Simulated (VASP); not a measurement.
As:

```
CELL_PARAMETERS angstrom
1.87975 1.08527 3.48577
-1.87975 1.08527 3.48577
0.00000 -2.17055 3.48577
ATOMIC_POSITIONS crystal
As 0.22754 0.22754 0.22754
As 0.77246 0.77246 0.77246
```

| Property | Result |
| --- | --- |
| Program | VASP 6.6.1 |
| Task | relaxation of cell and atoms |
| Functional | PBE |
| Potentials or basis | VASP PAW PBE potentials, release 64 (As) |
| Cutoff | 500 eV |
| k mesh | 3 × 3 × 3 |
| Occupations | tetrahedron |
| Spin | no spin polarisation |

At the start: pressure 4.6 GPa; volume 21.33 Å³/atom.

How do energy, volume and symmetry change on relaxing?

Over 5 steps the energy falls by 35.5 meV/atom and the volume is 22.47 Å³/atom (+5.3 %); space group R-3m (No. 166, to 0.05 Å).

Step by step:
```csv
step,energy change (eV),largest force (eV/Å),pressure (GPa),volume (Å³)
1,0.0000,0.0851,4.57,42.67
2,-0.0464,0.4292,-2.82,46.50
3,-0.0553,0.3434,-0.94,45.34
4,-0.0697,0.0757,-0.31,45.06
5,-0.0709,0.0256,-0.07,44.95
```

Final structure:
```
As
1.0
     1.95238    1.12721    3.40388
    -1.95238    1.12721    3.40388
     0.00000   -2.25441    3.40388
As
2
Direct
  0.22512 0.22512 0.22512
  0.77488 0.77488 0.77488
```

Caveat: the k points lie up to 0.65 Å⁻¹ apart in the final cell; the relaxation stopped at a loose force limit of 0.05 eV/Å, so its end isn't a converged minimum.
